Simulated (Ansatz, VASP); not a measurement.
**BN: VASP beside Ansatz**

INCAR

```
SYSTEM = BN
  PREC = Accurate
  ENCUT = 520
  EDIFF = 1E-6
  ISMEAR = 0
  SIGMA = 0.02
  LREAL = .FALSE.
  LASPH = .TRUE.
  NELM = 80
  ALGO = Normal
  ISIF = 2
  LWAVE = .FALSE.
  LCHARG = .FALSE.
  LDIPOL = .TRUE.
  IDIPOL = 3
  DIPOL = 0.5 0.5 0.500
  GGA = PE
  IVDW = 12
  IBRION = 2
  NSW = 60
  EDIFFG = -0.01
```

KPOINTS

```
Automatic mesh
0
G
  10 10 1
  0 0 0
```

Contents of POSCAR:

```
BN
1.0
    2.5589293044      0.0014369821      0.0000000000
    1.2781801939      2.1733719166      0.0000000000
    0.0000000000      0.0000000000     26.0000000000
B N
1 1
Direct
    0.4999824925      0.4999824925      0.5000000000
    0.8333175175      0.8333175175      0.5000000000
```

Input for Ansatz:

```yaml
crystal:
  lattice:
    - [2.5589293044, 0.0014369821, 0.0]
    - [1.2781801939, 2.1733719166, 0.0]
    - [0.0, 0.0, 26.0]
  atoms:
    - { symbol: B, position: [0.4999824925, 0.4999824925, 0.5] }
    - { symbol: "N", position: [0.8333175175, 0.8333175175, 0.5] }
  periodic: [true, true, false]
basis:
  ecutwfc: 420
kpoints:
  mp_grid: { grid: [10, 10, 1] }
  band_path:
    path:
      - [0, 0, 0]
      - [0.5, 0, 0]
      - [0.6666666666667, 0.3333333333333, 0]
      - [0, 0, 0]
    npoints: 8
hamiltonian:
  xc: pbe
  dispersion: d3bj
scf:
  occupations: { method: gaussian, width: 0.02 }
output:
  forces: true
  stress: true
  eigenvalues: true
  write_density: true
  write_potential: true
  elf: true
  volumetric_format: npy
relax:
  adjacent_minimum: "off"
  f_tol: 0.01
  max_steps: 40
```

Change from the starting cell: strain along x +0.020, atoms relaxed.

Alike in both runs: task relaxation of the atoms; functional PBE; dispersion D3(BJ); k mesh 10 × 10 × 1; occupations gaussian, width 0.02 eV; no spin polarisation.

```csv
,VASP,Ansatz
version,VASP 6.6.1,Ansatz 0.2.0
potentials or method,"VASP PAW PBE potentials, release 64 (B, N), cutoff 520 eV","scalar-relativistic, plane waves, PAW"
valence electrons in the cell,8,8
```

Ansatz gave:

```
gap on the k mesh at the Fermi level, each at its own relaxed structure (eV) : 4.86
```

**Question.** What did VASP give for the same quantities?

**Answer.** gap on the k mesh at the Fermi level, each at its own relaxed structure (eV): 4.85.

Ansatz's warnings: near symmetry operations not taken, stress scf threshold loose.
